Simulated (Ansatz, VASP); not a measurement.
# One calculation of Ta, two programs

The input INCAR:

```
PREC = Accurate ; ENCUT = 600
EDIFF = 1E-6 ; ISMEAR = -1
SIGMA = 0.05 ; LREAL = False
LASPH = True ; NELM = 60
ALGO = Normal ; ISIF = 3
LWAVE = False ; LCHARG = False
GGA = B5 ; ALDAX = 1.0
AGGAX = 1.0 ; AGGAC = 1.0
ALDAC = 0.0 ; IBRION = 2
NSW = 80 ; EDIFFG = -0.02
```

Contents of KPOINTS:

```
regular mesh
0
Gamma
  11 11 11
```

POSCAR

```
Ta
1.0
   -1.6512800000      1.6512800000      1.6512800000
    1.6512800000     -1.6512800000      1.6512800000
    1.6512800000      1.6512800000     -1.6512800000
Ta
1
Direct
    0.0000000000      0.0000000000      0.0000000000
```

Contents of input.yaml:

```yaml
crystal:
  lattice:
    - [-1.65128, 1.65128, 1.65128]
    - [1.65128, -1.65128, 1.65128]
    - [1.65128, 1.65128, -1.65128]
  atoms:
    - { symbol: Ta, position: [0.0, 0.0, 0.0] }
kpoints:
  mp_grid: { grid: [11, 11, 11] }
scf:
  occupations: { method: fermi_dirac, width: 0.05 }
hamiltonian:
  xc: blyp
  pseudopotentials: { kind: all_electron, lapw: { basis_error: 0.001 } }
output:
  forces: true
  stress: true
relax:
  f_tol: 0.02
  max_steps: 60
  cell: {}
```

Alike in both runs: task relaxation of cell and atoms; functional BLYP; k mesh 11 × 11 × 11; occupations fermi-dirac, width 0.05 eV; no spin polarisation.

|  | VASP | Ansatz |
| --- | --- | --- |
| version | VASP 6.6.1 | Ansatz 0.2.0 |
| potentials or method | VASP PAW PBE potentials, release 64 (Ta_pv), cutoff 600 eV | all-electron LAPW, scalar-relativistic |

```tsv
	VASP	Ansatz	Ansatz less VASP
relaxed volume (Å³/atom)	18.91	18.82	-0.095
relaxed cell length with the largest relative difference (Å)	2.907	2.902	-0.0049
```

VASP's potentials were made for PBE, not for BLYP. Ansatz ran all-electron here, and VASP with PAW potentials.

Neither program's run includes spin-orbit coupling.
